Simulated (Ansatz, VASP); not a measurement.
## BAs: VASP beside Ansatz

```
B As
1.0
     3.37140    0.00000    0.00000
     0.00000    4.76788    0.00000
     0.00000    0.00000   25.11419
B As
7 7
Direct
  0.50000 0.44883 0.31373
  0.00000 0.01155 0.36518
  0.50000 0.51006 0.43326
  0.00000 0.01234 0.50000
  0.50000 0.51006 0.56674
  0.00000 0.01155 0.63482
  0.50000 0.44883 0.68627
  0.00000 0.24064 0.29183
  0.50000 0.76599 0.36555
  0.00000 0.26061 0.43243
  0.50000 0.76229 0.50000
  0.00000 0.26061 0.56757
  0.50000 0.76599 0.63445
  0.00000 0.24064 0.70817
```

Alike in both runs: functional PBEsol; k mesh 8 × 6 × 1; occupations gaussian, width 0.05 eV; no spin polarisation.

Ansatz relaxed the structure, and its values are those at the end. VASP's run is a single point on that final structure, the one shown.

|  | VASP | Ansatz |
| --- | --- | --- |
| version | VASP 6.6.1 | Ansatz 0.2.0 |
| potentials or method | VASP PAW PBE potentials, release 64 (B, As), cutoff 520 eV | scalar-relativistic, plane waves, PAW |
| valence electrons in the cell | 56 | 126 |

```tsv
	VASP	Ansatz	Ansatz less VASP
gap on the k mesh at the Fermi level (eV)	0.05	0.07	+0.011
least direct gap on the mesh (eV)	1.14	1.16	+0.021
rms of the force components (eV/Å)	0.021	0.002	-0.0194
```

VASP's potentials were made for PBE, not for PBEsol. VASP's potentials hold 56 valence electrons a cell and Ansatz's 126, so a difference there can come from the potentials and not from the codes.
